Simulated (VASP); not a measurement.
A run of VASP 6.6.1 is set up as follows.

Contents of INCAR:

```
SYSTEM = Te
ALGO = Normal
EDIFF = 1E-6
ENCUT = 500
GGA = PE
GGA_COMPAT = .FALSE.
ISIF = 2
ISMEAR = 0
LASPH = .TRUE.
LCHARG = .FALSE.
LREAL = .FALSE.
LWAVE = .FALSE.
NBANDS = 20
NELM = 120
PREC = Accurate
SIGMA = 0.1
```

KPOINTS

```
k-points
0
G
  12 12 8
  0 0 0
```

The input POSCAR:

```
Te
1.0
    5.3370596938      0.0000000000      0.0000000000
   -2.6685298469      4.6220292764      0.0000000000
    0.0000000000      0.0000000000      6.3450686698
Te
4
Direct
    0.0000000000      0.0000000000      0.7099926825
    0.0000000000      0.0000000000      0.2900073175
    0.3333333333      0.6666666667      0.0000000000
    0.6666666667      0.3333333333      0.0000000000
```

Potentials or basis: VASP PAW PBE potentials, release 64 (Te).

Launch:

```sh
$ cat potpaw_PBE.64/Te/POTCAR > POTCAR
$ mpirun -np 1 vasp_std > vasp.out
```

**Question.** What does it give for the band gap on the k mesh?

**Answer.** Zero (bands 12 and 13 overlap by 0.69 eV).

**Question.** Estimate the pressure.

**Answer.** 0.0 GPa.

**Question.** Predict the largest force.

**Answer.** 0.014 eV/Å.

Forces in eV/Å, atoms in the order of the input:
```
Te   0.000  0.000  0.014
Te   0.000  0.000 -0.014
Te   0.000  0.000  0.000
Te   0.000  0.000  0.000
```

Caveat: spin-orbit coupling is left out, which moves the levels of the heavy elements.
